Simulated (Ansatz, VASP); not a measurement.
Two plane-wave programs on AgI

The input POSCAR:

```
AgI
1.0
    0.0000000000      3.3211956435      3.3211956435
    3.3211956435      0.0000000000      3.3211956435
    3.3211956435      3.3211956435      0.0000000000
Ag I
1 1
Direct
    0.0000000000      0.0000000000      0.0000000000
    0.2500000000      0.2500000000      0.2500000000
```

Contents of INCAR.step1:

```
SYSTEM = AgI
  PREC = Accurate
  ENCUT = 550
  ISMEAR = 0
  SIGMA = 0.01
  LREAL = .False.
  LASPH = .True.
  NELM = 120
  NBANDS = 16
  GGA = PE
  ALGO = Normal
  EDIFF = 1E-5
  LWAVE = .True.
  LCHARG = .False.
  GGA_COMPAT = .False.
```

The input INCAR.step2:

```
SYSTEM = AgI
  PREC = Accurate
  ENCUT = 550
  EDIFF = 1E-6
  ISMEAR = 0
  SIGMA = 0.01
  LREAL = .False.
  LASPH = .True.
  NELM = 120
  ALGO = Normal
  ISIF = 2
  LWAVE = .False.
  LCHARG = .False.
  METAGGA = R2SCAN
  LMIXTAU = .True.
  NBANDS = 16
  ISTART = 1
  GGA_COMPAT = .False.
```

File KPOINTS:

```
regular mesh
0
Gamma
  6 6 6
  0 0 0
```

Input for Ansatz:

```yaml
crystal:
  lattice:
    - [0.0, 3.3211956435, 3.3211956435]
    - [3.3211956435, 0.0, 3.3211956435]
    - [3.3211956435, 3.3211956435, 0.0]
  atoms:
    - { symbol: Ag, position: [0.0, 0.0, 0.0] }
    - { symbol: I, position: [0.25, 0.25, 0.25] }
kpoints:
  mp_grid: { grid: [6, 6, 6] }
hamiltonian:
  xc: r2scan
scf:
  occupations: { method: fixed }
  n_extra_bands: 4
output:
  forces: true
  stress: true
  eigenvalues: true
```

Alike in both runs: task single point; functional r2SCAN; k mesh 6 × 6 × 6; no spin polarisation.

|  | VASP | Ansatz |
| --- | --- | --- |
| version | VASP 6.6.1 | Ansatz 0.2.0 |
| potentials or method | VASP PAW PBE potentials, release 64 (Ag, I) | plane waves, PAW |
| plane-wave cutoff (eV) | 550 | 500 |
| occupations | gaussian, width 0.01 eV | fixed |
| valence electrons in the cell | 18 | 36 |

```tsv
	VASP	Ansatz	Ansatz less VASP
gap on the k mesh at the Fermi level (eV)	1.79	1.82	+0.032
pressure (GPa)	-0.9	-0.8	+0.10
```

VASP's potentials were made for PBE, not for r2SCAN. VASP's potentials hold 18 valence electrons a cell and Ansatz's 36, so a difference there can come from the potentials and not from the codes.

Spin-orbit coupling is off throughout.
